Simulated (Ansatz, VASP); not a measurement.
## Ta2N: VASP beside Ansatz

```
Ta N
1.0
     3.06184   -0.07149    0.00000
    -1.59284    2.68738    0.00000
     0.00000    0.00000    4.56360
Ta N
2 1
Direct
  0.66667 0.33333 0.74669
  0.33333 0.66667 0.25331
  0.00000 0.00000 0.00000
```

Change from the starting cell: engineering shear strain xy -0.0467, normal strain along z -0.0467.

Alike in both runs: task single point; functional LDA; k mesh 15 × 15 × 8; occupations gaussian, width 0.15 eV; no spin polarisation.

|  | VASP | Ansatz |
| --- | --- | --- |
| version | VASP 6.6.1 | Ansatz 0.2.0 |
| potentials or method | VASP PAW LDA potentials, release 64 (Ta_pv, N), cutoff 520 eV | scalar-relativistic, plane waves, PAW |
| valence electrons in the cell | 27 | 31 |

|  | VASP | Ansatz | Ansatz less VASP |
| --- | --- | --- | --- |
| gap on the k mesh at the Fermi level (eV) | none | none | - |
| pressure (GPa) | 19.7 | 17.8 | -1.90 |
| traceless stress, the component that is largest in VASP (GPa) | 9.11 | 9.04 | -0.078 |
| rms of the force components (eV/Å) | 0.052 | 0.036 | -0.0152 |

Ansatz warns that its potentials were made for another functional, while VASP's fit it. LDA's correlation is that of Perdew and Zunger in VASP and of Perdew and Wang (1992) in Ansatz. Atom by atom the forces differ by 0.029 eV/Å (rms over components). A gap of «none» marks a metal or a gap that the smearing closes. VASP's potentials hold 27 valence electrons a cell and Ansatz's 31, so a difference there can come from the potentials and not from the codes.

Neither program's run includes spin-orbit coupling.
